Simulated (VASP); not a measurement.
# B3N4 in VASP: further runs

B3N4 is run at these levels: PBE+D3(BJ); tasks: single point.

All numbers are computed with VASP 6.6.1; they aren't measurements. Logs are shortened: lines on timing, memory, paths and dates and some standing lists are left out, and cuts for length are marked.

## Step 1: The cell of the first run

The cell holds a slab with vacuum, 14 atoms: a = 5.011 Å, b = 3.601 Å, c = 23.441 Å, α = 90.00°, β = 90.00°, γ = 110.36°.

## Step 2: Single point, PBE+D3(BJ)

INCAR reads:

```
  PREC = Accurate
  ENCUT = 520
  EDIFF = 1E-6
  ISMEAR = 0
  SIGMA = 0.05
  LREAL = F
  LASPH = T
  NELM = 100
  ALGO = Normal
  ISIF = 2
  LWAVE = F
  LCHARG = F
  LDIPOL = T
  IDIPOL = 3
  DIPOL = 0.5 0.5 0.315
  GGA = PE
  IVDW = 12
  NBANDS = 42
```

KPOINTS reads:

```
Automatic mesh
0
Gamma
  6 8 1
```

POSCAR reads:

```
B3N4
1.0
    5.0107822389      0.0000000000      0.0000000000
   -1.2526955597      3.3759068817      0.0000000000
    0.0000000000      0.0000000000     23.4409409452
N B
8 6
Direct
    0.0225224603      0.0900898411      0.1706416141
    0.5225224603      0.0900898411      0.1706416141
    0.3069455752      0.2277823008      0.2610541488
    0.8069455752      0.2277823008      0.2610541488
    0.0866484587      0.3466275527      0.3533460338
    0.5866484587      0.3466275527      0.3533460338
    0.5937108248      0.8748772852      0.5264695207
    0.5937108248      0.8748772852      0.5733959646
    0.2842051402      0.1368205610      0.2007528062
    0.7842051402      0.1368205610      0.2007528062
    0.0673540684      0.2694189847      0.2895469474
    0.5673540684      0.2694189847      0.2895469474
    0.3437108248      0.3748772852      0.3814241487
    0.8437108248      0.3748772852      0.3814241487
```

Potentials or basis: VASP PAW PBE potentials, release 64 (N, B).

Run with:

```
cat potpaw_PBE.64/N/POTCAR potpaw_PBE.64/B/POTCAR > POTCAR
mpirun -np 1 vasp_std > vasp.out
```

OUTCAR:

```text
PREC = Accurate
   ENCUT = 520
   EDIFF = 1E-6
   ISMEAR = 0
   LREAL = F
   LASPH = T
   NELM = 100
   ISIF = 2
   GGA = PE
   IVDW = 12
 IVDW          = 12

 ion  position               nearest neighbor table
   1  0.023  0.090  0.171-   9 1.45  10 1.45
   2  0.523  0.090  0.171-  10 1.45   9 1.45
   3  0.307  0.228  0.261-  12 1.43  11 1.43   9 1.45
   4  0.807  0.228  0.261-  11 1.43  12 1.43  10 1.45
   5  0.087  0.347  0.353-  13 1.42  14 1.42  11 1.52
   6  0.587  0.347  0.353-  14 1.42  13 1.42  12 1.52
   7  0.594  0.875  0.526-   8 1.10
   8  0.594  0.875  0.573-   7 1.10
   9  0.284  0.137  0.201-   3 1.45   1 1.45   2 1.45
  10  0.784  0.137  0.201-   4 1.45   2 1.45   1 1.45
  11  0.067  0.269  0.290-   4 1.43   3 1.43   5 1.52
  12  0.567  0.269  0.290-   3 1.43   4 1.43   6 1.52
  13  0.344  0.375  0.381-   5 1.42   6 1.42
  14  0.844  0.375  0.381-   6 1.42   5 1.42

  Warning from LATTYP: Monoclinic adjustment (A1->A3, A2->A1, A3->A2)!
  LATTYP: Found a simple monoclinic cell.
 ALAT       =     3.6008323259
 B/A-ratio  =     6.5098673928
 C/A-ratio  =     1.3915622238
 COS(beta)  =    -0.3478905559

  Lattice vectors:

 A1 = (  -1.2526955597,   3.3759068817,   0.0000000000)
 A2 = (   0.0000000000,   0.0000000000,  23.4409409452)
 A3 = (   5.0107822389,   0.0000000000,   0.0000000000)

Analysis of symmetry for initial positions (statically):
=====================================================================
 Subroutine PRICEL returns:
 Original cell was already a primitive cell.

 Routine SETGRP: Setting up the symmetry group for a
 simple monoclinic supercell.

 Subroutine GETGRP returns: Found  1 space group operations
 (whereof  1 operations were pure point group operations)
 out of a pool of  4 trial point group operations.

The static configuration has the point symmetry C_1 .

Analysis of symmetry for dynamics (positions and initial velocities):
=====================================================================
 Subroutine PRICEL returns:
 Original cell was already a primitive cell.

 Routine SETGRP: Setting up the symmetry group for a
 simple monoclinic supercell.

 Subroutine GETGRP returns: Found  1 space group operations
 (whereof  1 operations were pure point group operations)
 out of a pool of  4 trial point group operations.

The dynamic configuration has the point symmetry C_1 .

 Subroutine INISYM returns: Found  1 space group operations
 (whereof  1 operations are pure point group operations),
 and found     1 'primitive' translations

----------------------------------------------------------------------------------------

                                     Primitive cell

  volume of cell :     396.5254

  direct lattice vectors                    reciprocal lattice vectors
     5.010782239  0.000000000  0.000000000     0.199569638  0.074054175  0.000000000
    -1.252695560  3.375906882  0.000000000     0.000000000  0.296216701  0.000000000
     0.000000000  0.000000000 23.440940945     0.000000000  0.000000000  0.042660404

  length of vectors
     5.010782239  3.600832326 23.440940945     0.212866300  0.296216701  0.042660404

  position of ions in fractional coordinates (direct lattice)
     0.022522460  0.090089841  0.170641614
     0.522522460  0.090089841  0.170641614
     0.306945575  0.227782301  0.261054149
     0.806945575  0.227782301  0.261054149
     0.086648459  0.346627553  0.353346034
     0.586648459  0.346627553  0.353346034
     0.593710825  0.874877285  0.526469521
     0.593710825  0.874877285  0.573395965
     0.284205140  0.136820561  0.200752806
     0.784205140  0.136820561  0.200752806
     0.067354068  0.269418985  0.289546947
     0.567354068  0.269418985  0.289546947
     0.343710825  0.374877285  0.381424149
     0.843710825  0.374877285  0.381424149

  ion indices of the primitive-cell ions
   primitive index   ion index
                 1           1
[... 27 lines left out ...]
     0.000000000  0.000000000  0.042660404     0.000000000  0.000000000  1.000000000

  Length of vectors
     0.035477717  0.037027088  0.042660404

  Shift w.r.t. Gamma in fractional coordinates (k-lattice)
     0.000000000  0.000000000  0.000000000

 Subroutine IBZKPT returns following result:
 ===========================================

 Found     26 irreducible k-points:

 Following reciprocal coordinates:
            Coordinates               Weight
  0.000000  0.000000  0.000000      1.000000
  0.166667  0.000000  0.000000      2.000000
  0.333333  0.000000  0.000000      2.000000
  0.500000  0.000000  0.000000      1.000000
  0.000000  0.125000  0.000000      2.000000
  0.166667  0.125000  0.000000      2.000000
[... 16 lines left out ...]
  0.000000  0.500000  0.000000      1.000000
  0.166667  0.500000  0.000000      2.000000
 [... further k-points ...]
   k-points           NKPTS =     26   k-points in BZ     NKDIM =     26   number of bands    NBANDS=     42
   number of dos      NEDOS =    301   number of ions     NIONS =     14
   total plane-waves  NPLWV = 201600
   dimension x,y,z NGX =    40 NGY =   28 NGZ =  180
   dimension x,y,z NGXF=    80 NGYF=   56 NGZF=  360
   ions per type =               8   6
   NGX,Y,Z   is equivalent  to a cutoff of  13.27, 12.93, 12.77 a.u.
   NGXF,Y,Z  is equivalent  to a cutoff of  26.54, 25.85, 25.53 a.u.
 SYSTEM =  unknown system
   PREC   = accura    normal or accurate (medium, high low for compatibility)
   ISTART =      0    job   : 0-new  1-cont  2-samecut
   ICHARG =      2    charge: 1-file 2-atom 10-const
   ISPIN  =      1    spin polarized calculation?
   LNONCOLLINEAR =      F non collinear calculations
   LSORBIT =      F    spin-orbit coupling
   LASPH  =      T    aspherical Exc in radial PAW
   ENCUT  =  520.0 eV  38.22 Ry    6.18 a.u.   9.32  6.70 43.58*2*pi/ulx,y,z
   NELM   =    100;   NELMIN=  2; NELMDL= -5     # of ELM steps
   EDIFF  = 0.1E-05   stopping-criterion for ELM
   LREAL  =      F    real-space projection
   EDIFFG = 0.1E-04   stopping-criterion for IOM
   NSW    =      0    number of steps for IOM
   IBRION =     -1    ionic relax: 0-MD 1-quasi-New 2-CG
   NFREE  =      0    steps in history (QN), initial steepest desc. (CG)
   ISIF   =      2    stress and relaxation
   ISYM   =      2    0-nonsym 1-usesym 2-fastsym
   POTIM  = 0.5000    time-step for ionic-motion
   TEBEG  =    0.0;   TEEND  =   0.0 temperature during run
   PSTRESS=    0.0 pullay stress
   NELECT =      58.0000    total number of electrons
   NUPDOWN=      -1.0000    fix difference up-down
   EMIN   =  10.00;   EMAX   =-10.00  energy-range for DOS
   EFERMI =   0.00;   METHOD = LEGACY
   ISMEAR =     0;   SIGMA  =   0.05  broadening in eV -4-tet -1-fermi 0-gaus
   EFERMI_NEDOS =   21; number of points for ismear=-14 and -15
   IALGO  =     38    algorithm
   IMIX   =      4    mixing-type and parameters
     AMIX     =   0.40;   BMIX     =  1.00
     AMIX_MAG =   1.60;   BMIX_MAG =  1.00
  volume/ion in A,a.u.               =      28.32       191.13
  Fermi-wavevector in a.u.,A,eV,Ry     =   0.862569  1.630019 10.123077  0.744025
  Thomas-Fermi vector in A             =   1.980390
   LORBIT       =      0    0 simple, 1 ext, 2 COOP (PROOUT), +10 PAW based schemes
   GGA     = PE    functional components
   LHFCALC =     F    Hartree Fock is set to
   AEXX    =    0.0000 exact exchange contribution
   IVDW    =    12    specifies the selected vdW correction
   LEPSILON=     F    determine dielectric tensor
   LRPA    =     F    only Hartree local field effects (RPA)
 non-spin polarized calculation
 Gauss-broadening in eV      SIGMA  =   0.05
  energy-cutoff  :      520.00
  volume of cell :      396.53
 maximum number of plane-waves:     10722
 NGX is ok and might be reduce to    40
   NGX = 19   NGY = 13   NGZ = 87

 dipolmoment           0.000000      0.000000      0.054917 electrons x Angstroem

 number of electron      58.0000003 magnetization

 dipolmoment           0.000000      0.000000     -0.316277 electrons x Angstroem

 Free energy of the ion-electron system (eV)
  ---------------------------------------------------
  ext. energy  EPLUGINS =         0.00000000
  ---------------------------------------------------
  free energy    TOTEN  =      -109.35804130 eV

  energy without entropy =     -109.34547081  energy(sigma->0) =     -109.35175605

 E-fermi :  -3.3138     XC(G=0):  -4.3062

 val. band max:       -3.3195146390   @ k =   0.3333   0.2500   0.0000
 cond. band min:      -3.3037408774   @ k =   0.0000   0.0000   0.0000
 fundamental gap:      0.0157737616
 Fermi energy:        -3.3138372994

 k-point     1 :       0.0000    0.0000    0.0000
  band No.  band energies     occupation
      1     -26.9151      2.00000
      2     -22.8543      2.00000
      3     -21.3021      2.00000
      4     -20.6064      2.00000
      5     -19.8118      2.00000
      6     -18.0660      2.00000
[... 1045 lines left out ...]
     40       4.0927      0.00000
     41       4.5537      0.00000

 [... further k-points ...]

 [bands above 41 left out]

------------------------ aborting loop because EDIFF is reached ----------------------------------------

 vacuum level on the upper side and lower side of the slab       (xc-potential included)        -1.810         1.483

 Edisp (eV)   -1.42272

 E8    (eV) :    -0.4312

  FORCE on cell =-STRESS in cart. coord.  units (eV):
  Direction    XX          YY          ZZ          XY          YZ          ZX
  --------------------------------------------------------------------------------------
  -------------------------------------------------------------------------------------
  Total      -3.76559    -0.74096     5.99301     0.00812     0.94553     0.00575
  in kB     -15.21501    -2.99387    24.21502     0.03282     3.82043     0.02324
  external pressure =        2.00 kB  Pullay stress =        0.00 kB

 VOLUME and BASIS-vectors are now :
 -----------------------------------------------------------------------------
  energy-cutoff  :      520.00
  volume of cell :      396.53
      direct lattice vectors                 reciprocal lattice vectors
     5.010782239  0.000000000  0.000000000     0.199569638  0.074054175  0.000000000
    -1.252695560  3.375906882  0.000000000     0.000000000  0.296216701  0.000000000
     0.000000000  0.000000000 23.440940945     0.000000000  0.000000000  0.042660404

 POSITION                                       TOTAL-FORCE (eV/Angst)
 -----------------------------------------------------------------------------------
      0.00000      0.30413      4.00000        -0.000002      0.248739      1.796790
      2.50539      0.30413      4.00000        -0.000567      0.244602      1.776692
      1.25270      0.76897      6.11935         0.000125      0.427425      2.150484
      3.75809      0.76897      6.11935        -0.000937      0.427846      2.151441
     -0.00004      1.17018      8.28276         0.001629     -0.004284     -0.067657
      2.50535      1.17018      8.28276        -0.001307      0.011597      0.081510
      1.87900      2.95350     12.34094         0.001048      0.006022     -2.149638
      1.87900      2.95350     13.44094        -0.000332     -0.002619      2.155473
      1.25270      0.46189      4.70583         0.003603     -0.680519     -3.953779
      3.75809      0.46189      4.70583        -0.003536     -0.680575     -3.953999
     -0.00000      0.90953      6.78725         0.000828     -0.002161     -0.009781
      2.50539      0.90953      6.78725        -0.000742     -0.011010     -0.033089
      1.25265      1.26555      8.94094        -0.080418     -0.038595      0.022955
      3.75804      1.26555      8.94094         0.080608      0.053531      0.032598
 -----------------------------------------------------------------------------------
    total drift:                               -0.000077     -0.000076      0.000442

  FREE ENERGIE OF THE ION-ELECTRON SYSTEM (eV)
  ---------------------------------------------------
  free  energy   TOTEN  =      -110.7807586729 eV

  energy  without entropy=     -110.7681881831  energy(sigma->0) =     -110.77447343

 vacuum level on the upper side and lower side of the slab         1.669         5.035
```

Run time: 10 min. Hardware: 1 thread of AMD EPYC 9R45 (Zen 5), shared host; peak memory 0.66 GiB.

Results:

```
Free energy                : -110.7808 eV
Largest force              : 4.012 eV/Å
Band gap on the k mesh     : zero (bands 29 and 30 overlap by 0.44 eV)
Dispersion energy per atom : -0.102 eV
```

Forces on the atoms (eV/Å):
```
N    0.000  0.249  1.797
N   -0.001  0.245  1.777
N    0.000  0.427  2.150
N   -0.001  0.428  2.151
N    0.002 -0.004 -0.068
N   -0.001  0.012  0.082
N    0.001  0.006 -2.150
N    0.000 -0.003  2.155
B    0.004 -0.681 -3.954
B   -0.004 -0.681 -3.954
B    0.001 -0.002 -0.010
B   -0.001 -0.011 -0.033
B   -0.080 -0.039  0.023
B    0.081  0.054  0.033
```

Levels at points of the mesh, in eV from the Fermi level:
| k point | band 25 | band 26 | band 27 | band 28 | band 29 | band 30 | band 31 | band 32 | band 33 | band 34 |
| --- | --- | --- | --- | --- | --- | --- | --- | --- | --- | --- |
| (0.00, 0.00, 0.00) | -2.05 | -1.55 | -0.82 | -0.54 | 0.01 | 0.21 | 0.37 | 1.46 | 2.88 | 2.99 |
| (0.50, 0.00, 0.00) | -3.49 | -0.74 | -0.74 | -0.35 | -0.26 | -0.21 | -0.20 | 2.64 | 3.28 | 3.47 |
| (0.00, 0.50, 0.00) | -2.61 | -2.09 | -0.54 | -0.26 | 0.22 | 0.37 | 0.51 | 1.46 | 2.45 | 2.82 |
| (0.50, 0.50, 0.00) | -4.44 | -1.56 | -1.56 | -0.16 | -0.16 | 0.22 | 0.26 | 2.45 | 2.80 | 2.99 |

Caveat: the standard files for N, O and F lose accuracy on very short bonds.

## Step 3: Single point, PBE+D3(BJ)

INCAR reads:

```
PREC = Accurate
ENCUT = 520
EDIFF = 1E-6
ISMEAR = 0
SIGMA = 0.05
LREAL = False
LASPH = True
NELM = 100
ALGO = Normal
ISIF = 2
LWAVE = False
LCHARG = False
LDIPOL = True
IDIPOL = 3
DIPOL = 0.5 0.5 0.315
GGA = PE
IVDW = 12
NBANDS = 42
```

KPOINTS reads:

```
regular mesh
0
Gamma
  6 8 1
```

POSCAR, as its differences from that of step 2:

```diff
@@ -14,4 +14,4 @@
     0.5866484587      0.3466275527      0.3533460338
-    0.5937108248      0.8748772852      0.5264695207
-    0.5937108248      0.8748772852      0.5733959646
+    0.3437108248      0.6248772852      0.5264695207
+    0.3437108248      0.6248772852      0.5733959646
     0.2842051402      0.1368205610      0.2007528062
```

Potentials or basis: VASP PAW PBE potentials, release 64 (N, B).

Run with:

```
cat potpaw_PBE.64/N/POTCAR potpaw_PBE.64/B/POTCAR > POTCAR
mpirun -np 1 vasp_std > vasp.out
```

Wall time 9.8 min (1 thread of AMD EPYC 9R45 (Zen 5), shared host); peak memory 0.66 GiB.

It converged, with:

```yaml
Free_energy: -110.7699 eV
Largest_force: 4.018 eV/Å
Band_gap_on_the_k_mesh: zero (bands 29 and 30 overlap by 0.42 eV)
Dispersion_energy_per_atom: -0.102 eV
```

Forces on the atoms (eV/Å):
```
N    0.005  0.244  1.784
N   -0.005  0.243  1.778
N    0.000  0.428  2.147
N   -0.001  0.430  2.161
N    0.042  0.028  0.056
N   -0.040 -0.007 -0.022
N   -0.007  0.027 -2.121
N    0.003 -0.011  2.155
B    0.002 -0.676 -3.939
B   -0.002 -0.682 -3.960
B    0.019 -0.002 -0.027
B   -0.019 -0.009 -0.023
B    0.044 -0.037 -0.129
B   -0.041  0.023  0.141
```

Levels at points of the mesh, in eV from the Fermi level:
| k point | band 25 | band 26 | band 27 | band 28 | band 29 | band 30 | band 31 | band 32 | band 33 | band 34 |
| --- | --- | --- | --- | --- | --- | --- | --- | --- | --- | --- |
| (0.00, 0.00, 0.00) | -2.05 | -1.55 | -0.83 | -0.54 | 0.01 | 0.22 | 0.37 | 1.45 | 2.77 | 2.98 |
| (0.50, 0.00, 0.00) | -3.50 | -0.74 | -0.74 | -0.35 | -0.27 | -0.21 | -0.20 | 2.55 | 3.20 | 3.45 |
| (0.00, 0.50, 0.00) | -2.61 | -2.09 | -0.54 | -0.25 | 0.21 | 0.37 | 0.54 | 1.45 | 2.26 | 2.80 |
| (0.50, 0.50, 0.00) | -4.44 | -1.56 | -1.56 | -0.16 | -0.16 | 0.22 | 0.27 | 2.32 | 2.81 | 2.98 |

Caveat: the standard files for N, O and F lose accuracy on very short bonds.
